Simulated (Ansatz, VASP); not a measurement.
**One calculation of WS2, two programs**

The input INCAR:

```
PREC = Accurate
ENCUT = 520
EDIFF = 1E-6
ISMEAR = 0
SIGMA = 0.05
LREAL = False
LASPH = True
NELM = 80
ALGO = Normal
ISIF = 2
LWAVE = False
LCHARG = False
GGA = CA
NBANDS = 35
```

KPOINTS

```
Automatic mesh
0
Gamma
  12 12 4
```

File POSCAR:

```
WS2
1.0
    3.0985446697      0.0000000000      0.0000000000
   -1.5492723349      2.6834183987      0.0000000000
    0.0000000000      0.0000000000     12.0430200778
W S
2 4
Direct
    0.3333333333      0.6666666667      0.2500000000
    0.6666666667      0.3333333333      0.7500000000
    0.3333333333      0.6666666667      0.6214323947
    0.6666666667      0.3333333333      0.1214323947
    0.3333333333      0.6666666667      0.8785676053
    0.6666666667      0.3333333333      0.3785676053
```

Input for Ansatz:

```yaml
crystal:
  lattice:
    - [3.0985446697, 0.0, 0.0]
    - [-1.5492723349, 2.6834183987, 0.0]
    - [0.0, 0.0, 12.0430200778]
  atoms:
    - { symbol: W, position: [0.3333333333, 0.6666666667, 0.25] }
    - { symbol: W, position: [0.6666666667, 0.3333333333, 0.75] }
    - { symbol: S, position: [0.3333333333, 0.6666666667, 0.6214323947] }
    - { symbol: S, position: [0.6666666667, 0.3333333333, 0.1214323947] }
    - { symbol: S, position: [0.3333333333, 0.6666666667, 0.8785676053] }
    - { symbol: S, position: [0.6666666667, 0.3333333333, 0.3785676053] }
basis:
  ecutwfc: 420
kpoints:
  mp_grid: { grid: [12, 12, 4] }
hamiltonian:
  xc: lda
  pseudopotentials: { kind: paw, azcp: { folder: soft_1 } }
scf:
  occupations: { method: gaussian, width: 0.05 }
output:
  forces: true
  stress: true
  eigenvalues: true
```

Alike in both runs: task single point; functional LDA; k mesh 12 × 12 × 4; occupations gaussian, width 0.05 eV; no spin polarisation.

```csv
,VASP,Ansatz
version,VASP 6.6.1,Ansatz 0.2.0
potentials or method,"VASP PAW LDA potentials, release 64 (W_sv, S), cutoff 520 eV","scalar-relativistic, plane waves, PAW"
valence electrons in the cell,52,52
```

|  | VASP | Ansatz | Ansatz less VASP |
| --- | --- | --- | --- |
| gap on the k mesh at the Fermi level (eV) | 0.82 | 0.80 | -0.011 |
| least direct gap on the mesh (eV) | 1.95 | 1.94 | -0.011 |
| pressure (GPa) | 5.6 | 5.2 | -0.41 |
| traceless stress, the component that is largest in VASP (GPa) | 0.31 | 0.32 | +0.003 |
| rms of the force components (eV/Å) | 0.263 | 0.241 | -0.0216 |

Ansatz warns that its potentials were made for another functional, while VASP's fit it. LDA's correlation is that of Perdew and Zunger in VASP and of Perdew and Wang (1992) in Ansatz. Atom by atom the forces differ by 0.022 eV/Å (rms over components).

Spin-orbit coupling is off throughout.
